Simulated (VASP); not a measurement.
# Cd2S (P3m1) in VASP: a series of runs

The runs below take Cd2S through single point, with PBEsol, PBE-based screened hybrid with 20 % exact exchange, LDA.

All numbers are computed with VASP 6.6.1; they aren't measurements. Logs are shortened: lines on timing, memory, paths and dates and some standing lists are left out, and cuts for length are marked.

### Step 1. The cell of the first run

It takes space group P3m1 (No. 156, trigonal). The conventional cell has a = 3.963 Å, b = 3.963 Å, c = 5.809 Å, α = 90.00°, β = 90.00°, γ = 120.00°. Within 3.3 Å of Cd (site symmetry 3m) lie 2 S at 2.52 to 3.29 Å and 3 Cd at 3.08 Å. Cd (site symmetry 3m) has 3 S at 2.60 Å and 3 Cd at 3.08 Å within 3.4 Å. Within 3.3 Å of S (site symmetry 3m) lie 5 Cd at 2.52 to 3.29 Å.

### Step 2. Single point, PBEsol, non-collinear spin, zero start, spin-orbit coupling

The input, INCAR:

```
SYSTEM = Cd2S
  ALGO = Normal
  EDIFF = 1E-7
  ENCUT = 520
  GGA = PS
  GGA_COMPAT = .False.
  ISIF = 2
  ISMEAR = -1
  LASPH = .True.
  LCHARG = .False.
  LORBIT = 11
  LORBMOM = .True.
  LREAL = .False.
  LSORBIT = .True.
  LWAVE = .False.
  MAGMOM = 0 0 0 0 0 0 0 0 0
  NBANDS = 43
  NELM = 150
  PREC = Accurate
  SIGMA = 0.05
```

The input, KPOINTS:

```
k-points
0
Gamma
  8 8 5
  0 0 0
```

The input, POSCAR:

```
Cd2S
1.0
    3.9626700490      0.0000000000      0.0000000000
   -1.9813350245      3.4317729293      0.0000000000
    0.0000000000      0.0000000000      5.8091920000
Cd S
2 1
Direct
    0.3333333333      0.6666666667      0.9327170000
    0.6666666667      0.3333333333      0.5787350000
    0.3333333333      0.6666666667      0.3657050000
```

Potentials or basis: VASP PAW PBE potentials, release 64 (Cd, S).

Started as:

```bash
$ cat potpaw_PBE.64/Cd/POTCAR potpaw_PBE.64/S/POTCAR > POTCAR
$ mpirun -np 1 vasp_ncl > vasp.out
```

OUTCAR:

```text
SYSTEM = Cd2S
   EDIFF = 1E-7
   ENCUT = 520
   GGA = PS
   ISIF = 2
   ISMEAR = -1
   LASPH = .True.
   LORBIT = 11
   LREAL = .False.
   LSORBIT = .True.
   NELM = 150
   PREC = Accurate

 ion  position               nearest neighbor table
   1  0.333  0.667  0.933-   3 2.52   2 3.08   2 3.08   2 3.08
   2  0.667  0.333  0.579-   3 2.60   3 2.60   3 2.60   1 3.08   1 3.08   1 3.08
   3  0.333  0.667  0.366-   1 2.52   2 2.60   2 2.60   2 2.60

  LATTYP: Found a hexagonal cell.
 ALAT       =     3.9626700490
 C/A-ratio  =     1.4659792332

  Lattice vectors:

 A1 = (   3.9626700490,   0.0000000000,   0.0000000000)
 A2 = (  -1.9813350245,   3.4317729293,   0.0000000000)
 A3 = (   0.0000000000,   0.0000000000,   5.8091920000)

Analysis of symmetry for initial positions (statically):
=====================================================================
 Subroutine PRICEL returns:
 Original cell was already a primitive cell.

 Routine SETGRP: Setting up the symmetry group for a
 hexagonal supercell.

 Subroutine GETGRP returns: Found  6 space group operations
 (whereof  6 operations were pure point group operations)
 out of a pool of 24 trial point group operations.

The static configuration has the point symmetry C_3v.

Analysis of symmetry for dynamics (positions and initial velocities):
=====================================================================
 Subroutine PRICEL returns:
 Original cell was already a primitive cell.

 Routine SETGRP: Setting up the symmetry group for a
 hexagonal supercell.

 Subroutine GETGRP returns: Found  6 space group operations
 (whereof  6 operations were pure point group operations)
 out of a pool of 24 trial point group operations.

The dynamic configuration has the point symmetry C_3v.

Analysis of structural, dynamic, and magnetic symmetry:
=====================================================================
 Subroutine PRICEL returns:
 Original cell was already a primitive cell.

 Routine SETGRP: Setting up the symmetry group for a
 hexagonal supercell.

 Subroutine GETGRP returns: Found  6 space group operations
 (whereof  6 operations were pure point group operations)
 out of a pool of 24 trial point group operations.

The overall configuration has the point symmetry C_3v.

 Subroutine INISYM returns: Found  6 space group operations
 (whereof  6 operations are pure point group operations),
 and found     1 'primitive' translations

----------------------------------------------------------------------------------------

                                     Primitive cell

  volume of cell :      78.9991

  direct lattice vectors                    reciprocal lattice vectors
     3.962670049  0.000000000  0.000000000     0.252355101  0.145697285  0.000000000
    -1.981335025  3.431772929  0.000000000     0.000000000  0.291394571  0.000000000
     0.000000000  0.000000000  5.809192000     0.000000000  0.000000000  0.172140979

  length of vectors
     3.962670049  3.962670049  5.809192000     0.291394571  0.291394571  0.172140979

  position of ions in fractional coordinates (direct lattice)
     0.333333333  0.666666667  0.932717000
     0.666666667  0.333333333  0.578735000
     0.333333333  0.666666667  0.365705000

  ion indices of the primitive-cell ions
   primitive index   ion index
                 1           1
                 2           2
                 3           3

----------------------------------------------------------------------------------------

 KPOINTS: k-points

Automatic generation of k-mesh.
 Grid dimensions read from file:
 generate k-points for:    8    8    5

 Generating k-lattice:

  Cartesian coordinates                     Fractional coordinates (reciprocal lattice)
     0.031544388  0.018212161  0.000000000     0.125000000 -0.000000000  0.000000000
     0.000000000  0.036424321  0.000000000     0.000000000  0.125000000  0.000000000
     0.000000000  0.000000000  0.034428196     0.000000000  0.000000000  0.200000000

  Length of vectors
[... 97 lines left out ...]

 number of electron      29.9999999 magnetization       0.0000000      0.0000000     -0.0000000

 Free energy of the ion-electron system (eV)
  ---------------------------------------------------
  ext. energy  EPLUGINS =         0.00000000
  ---------------------------------------------------
  free energy    TOTEN  =        -7.32036891 eV

  energy without entropy =       -7.31862717  energy(sigma->0) =       -7.31949804

 E-fermi :   1.3118     XC(G=0):  -9.4943

 val. band max:        1.1922859341   @ k =  -0.3750  -0.2500  -0.2000
 cond. band min:       1.3869734146   @ k =   0.5000  -0.0000   0.2000
 fundamental gap:      0.1946874805
 Fermi energy:         1.3118007339

 k-point     1 :       0.0000    0.0000    0.0000
  band No.  band energies     occupation
      1     -11.4106      1.00000
      2     -11.4106      1.00000
      3      -7.3447      1.00000
      4      -7.3447      1.00000
      5      -7.3389      1.00000
      6      -7.3389      1.00000
[... 1069 lines left out ...]
     41       9.7545      0.00000
     42       9.7927      0.00000

 [... further k-points ...]

 [bands above 42 left out]

------------------------ aborting loop because EDIFF is reached ----------------------------------------

  FORCE on cell =-STRESS in cart. coord.  units (eV):
  Direction    XX          YY          ZZ          XY          YZ          ZX
  --------------------------------------------------------------------------------------
  -------------------------------------------------------------------------------------
  Total       -1.2526653     -1.2526653     -1.6082297      0.0000000      0.0000000      0.0000000
  in kB      -25.4052484    -25.4052484    -32.6164338      0.0000000      0.0000000      0.0000000
  external PRESSURE =     -27.8089769 kB  Pullay stress =       0.0000000 kB

 VOLUME and BASIS-vectors are now :
 -----------------------------------------------------------------------------
  energy-cutoff  :      520.00
  volume of cell :       79.00
      direct lattice vectors                 reciprocal lattice vectors
     3.962670049  0.000000000  0.000000000     0.252355101  0.145697285  0.000000000
    -1.981335025  3.431772929  0.000000000     0.000000000  0.291394571  0.000000000
     0.000000000  0.000000000  5.809192000     0.000000000  0.000000000  0.172140979

 POSITION                                       TOTAL-FORCE (eV/Angst)
 -----------------------------------------------------------------------------------
     -0.00000      2.28785      5.41833        -0.000000      0.000000      0.006914
      1.98134      1.14392      3.36198         0.000000      0.000000     -0.118164
     -0.00000      2.28785      2.12445         0.000000     -0.000000      0.111250
 -----------------------------------------------------------------------------------
    total drift:                                0.000000     -0.000000     -0.000536

  FREE ENERGIE OF THE ION-ELECTRON SYSTEM (eV)
  ---------------------------------------------------
  free  energy   TOTEN  =        -7.3203689112 eV

  energy  without entropy=       -7.3186271690  energy(sigma->0) =       -7.31949804

 orbital moment (x)

 # of ion     p       d       tot
 ----------------------------------------
  1        -0.000  -0.000  -0.000
  2         0.000  -0.000  -0.000
  3         0.000   0.000   0.000
 ----------------------------------------
           -0.000  -0.000  -0.000

 orbital moment (y)

 # of ion     p       d       tot
 ----------------------------------------
  1        -0.000  -0.000  -0.000
  2         0.000   0.000   0.000
  3        -0.000   0.000  -0.000
 ----------------------------------------
           -0.000  -0.000  -0.000

 orbital moment (z)

 # of ion     p       d       tot
 ----------------------------------------
  1         0.000   0.000   0.000
  2         0.000   0.000   0.000
  3         0.000   0.000   0.000
 ----------------------------------------
            0.000   0.000   0.000

 Spin-Orbit-Coupling matrix elements

 Ion:    1  E_soc:     -0.0540326
 l=   1
     0.0000000    -0.0021660    -0.0015499
    -0.0021660     0.0000000    -0.0021660
    -0.0015499    -0.0021660     0.0000000
 l=   2
     0.0000000    -0.0014112     0.0000000    -0.0014112    -0.0055680
    -0.0014112     0.0000000    -0.0042425    -0.0014365    -0.0014112
     0.0000000    -0.0042425     0.0000000    -0.0042425     0.0000000
    -0.0014112    -0.0014365    -0.0042425     0.0000000    -0.0014112
    -0.0055680    -0.0014112     0.0000000    -0.0014112     0.0000000
 l=   3
     0.0000000     0.0000000     0.0000000     0.0000000     0.0000000     0.0000000     0.0000000
     0.0000000     0.0000000     0.0000000     0.0000000     0.0000000     0.0000000     0.0000000
     0.0000000     0.0000000     0.0000000     0.0000000     0.0000000     0.0000000     0.0000000
     0.0000000     0.0000000     0.0000000     0.0000000     0.0000000     0.0000000     0.0000000
[... 29 lines left out ...]
 l=   2
     0.0000000     0.0000000     0.0000000     0.0000000     0.0000000
     0.0000000     0.0000000     0.0000000     0.0000000     0.0000000
     0.0000000     0.0000000     0.0000000     0.0000000     0.0000000
     0.0000000     0.0000000     0.0000000     0.0000000     0.0000000
     0.0000000     0.0000000     0.0000000     0.0000000     0.0000000
 l=   3
     0.0000000     0.0000000     0.0000000     0.0000000     0.0000000     0.0000000     0.0000000
     0.0000000     0.0000000     0.0000000     0.0000000     0.0000000     0.0000000     0.0000000
     0.0000000     0.0000000     0.0000000     0.0000000     0.0000000     0.0000000     0.0000000
     0.0000000     0.0000000     0.0000000     0.0000000     0.0000000     0.0000000     0.0000000
     0.0000000     0.0000000     0.0000000     0.0000000     0.0000000     0.0000000     0.0000000
     0.0000000     0.0000000     0.0000000     0.0000000     0.0000000     0.0000000     0.0000000
     0.0000000     0.0000000     0.0000000     0.0000000     0.0000000     0.0000000     0.0000000

 total charge

# of ion       s       p       d       tot
------------------------------------------
    1        0.527   0.205   9.516  10.248
    2        0.465   0.298   9.522  10.285
    3        1.340   2.325   0.000   3.666
--------------------------------------------------
tot          2.332   2.829  19.038  24.199

 magnetization (x)

# of ion       s       p       d       tot
------------------------------------------
    1        0.000   0.000   0.000   0.000
    2        0.000   0.000  -0.000   0.000
    3        0.000   0.000   0.000   0.000
--------------------------------------------------
tot          0.000   0.000  -0.000   0.000

 magnetization (y)

# of ion       s       p       d       tot
------------------------------------------
    1        0.000   0.000  -0.000  -0.000
    2        0.000   0.000   0.000   0.000
    3        0.000   0.000   0.000   0.000
--------------------------------------------------
tot          0.000   0.000  -0.000   0.000

 magnetization (z)

# of ion       s       p       d       tot
------------------------------------------
    1       -0.000  -0.000  -0.000  -0.000
    2        0.000  -0.000   0.000  -0.000
    3        0.000  -0.000   0.000  -0.000
--------------------------------------------------
tot         -0.000  -0.000  -0.000  -0.000
```

Run time: 13 min. Hardware: 1 thread of Intel Xeon Platinum 8175M at 2.50GHz (Skylake/Cascade Lake), shared host; peak memory 0.59 GiB.

What came out:

```yaml
Free_energy: -7.3204 eV
Pressure: -2.8 GPa
Largest_force: 0.118 eV/Å
Net_moment: 0.00 μB per cell
Valence_electrons_inside_the_program's_atomic_spheres: Cd 10.25, 10.29; S 3.67
```

Forces in eV/Å, atoms in the order of the input:
```
Cd   0.000  0.000  0.007
Cd   0.000  0.000 -0.118
S    0.000  0.000  0.111
```

Moments on the atoms (μB; x, y, z):
```
Cd  0.00 0.00 0.00
Cd  0.00 0.00 0.00
S   0.00 0.00 0.00
```

Caveat: the PAW data sets were made with another functional, which shifts forces and pressure a little.

### Step 3. Single point, PBE-based screened hybrid with 20 % exact exchange

POSCAR is that of step 2.

The input, INCAR.step1:

```
SYSTEM = Cd2S
ALGO     = Normal         ! electronic algorithm
EDIFF    = 1E-5           ! SCF threshold, eV
ENCUT    = 520            ! plane-wave cutoff, eV
GGA      = PE             ! functional
ISIF     = 2              ! what is computed and relaxed
ISMEAR   = -1             ! smearing method
LASPH    = .True.         ! aspherical terms in the spheres
LCHARG   = .False.        ! write CHGCAR
LREAL    = .False.        ! projectors in reciprocal space
LWAVE    = .True.         ! write WAVECAR
NBANDS   = 22             ! bands
NELM     = 100            ! most SCF steps
PREC     = Accurate       ! precision mode
SIGMA    = 0.05           ! smearing width, eV
```

The input, INCAR.step2:

```
SYSTEM = Cd2S
AEXX     = 0.2            ! exact-exchange fraction
ALGO     = Normal         ! electronic algorithm
EDIFF    = 1E-7           ! SCF threshold, eV
ENCUT    = 520            ! plane-wave cutoff, eV
GGA      = PE             ! functional
HFSCREEN = 0.2            ! screening, 1/A
ISIF     = 2              ! what is computed and relaxed
ISMEAR   = -1             ! smearing method
ISTART   = 1            
LASPH    = .True.         ! aspherical terms in the spheres
LCHARG   = .False.        ! write CHGCAR
LHFCALC  = .True.         ! exact exchange
LREAL    = .False.        ! projectors in reciprocal space
LWAVE    = .False.        ! write WAVECAR
NBANDS   = 22             ! bands
NELM     = 100            ! most SCF steps
PREC     = Accurate       ! precision mode
PRECFOCK = Normal       
SIGMA    = 0.05           ! smearing width, eV
```

The input, KPOINTS:

```
k-points
0
Gamma
  4 4 3
  0 0 0
```

Potentials or basis: VASP PAW PBE potentials, release 64 (Cd, S).

Started as:

```bash
$ cat potpaw_PBE.64/Cd/POTCAR potpaw_PBE.64/S/POTCAR > POTCAR
$ cp INCAR.step1 INCAR
$ mpirun -np 1 vasp_std > vasp.out
$ cp INCAR.step2 INCAR
$ mpirun -np 1 vasp_std > vasp.out
```

Wall time 26 min (1 thread of AMD EPYC 7R13 (Zen 3), shared host); peak memory 0.29 GiB.

It converged, with:

```
Free energy            : -7.4744 eV
Pressure               : -1.0 GPa
Largest force          : 0.186 eV/Å
Band gap on the k mesh : 1.08 eV (least direct gap 1.76 eV)
```

Forces in eV/Å, atoms in the order of the input:
```
Cd   0.000  0.000  0.138
Cd   0.000  0.000 -0.186
S    0.000  0.000  0.047
```

Levels at points of the mesh, in eV from the valence-band top:
```csv
k point,band 11,band 12,band 13,band 14,band 15,band 16,band 17,band 18,band 19,band 20
"(0.00, 0.00, 0.00)",-8.50,-4.53,-3.70,-0.64,-0.64,4.21,6.02,7.87,7.87,9.46
"(0.50, 0.00, 0.00)",-8.31,-4.57,-3.00,-1.57,-0.79,1.08,4.07,5.62,6.81,8.51
```

Caveat: the k points lie up to 0.46 Å⁻¹ apart; the PAW data sets were made with another functional, which shifts forces and pressure a little; an odd mesh through Γ misses points on the zone boundary, where band edges can lie.

(Continued in part 2 of 2.)
